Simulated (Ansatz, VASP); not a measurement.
**One calculation of Ca, two programs**

```xyz
2
Lattice="3.7485 0.0000 0.0000 -1.8742 3.2463 0.0000 0.0000 0.0000 6.1733" Properties=species:S:1:pos:R:3 pbc="T T T"
Ca    0.0000    2.1642    1.5433
Ca    1.8742    1.0821    4.6300
```

Alike in both runs: task single point; functional PBEsol; k mesh 11 × 11 × 6; occupations fermi-dirac, width 0.1 eV; no spin polarisation.

|  | VASP | Ansatz |
| --- | --- | --- |
| version | VASP 6.6.1 | Ansatz 0.2.0 |
| potentials or method | VASP PAW PBE potentials, release 64 (Ca_sv), cutoff 520 eV | plane waves (420 eV) with PAW, scalar-relativistic |
| valence electrons in the cell | 20 | 20 |

|  | VASP | Ansatz | Ansatz less VASP |
| --- | --- | --- | --- |
| pressure (GPa) | 1.7 | 1.7 | -0.01 |

VASP's potentials were made for PBE, not for PBEsol, and Ansatz warns of the same on its side.
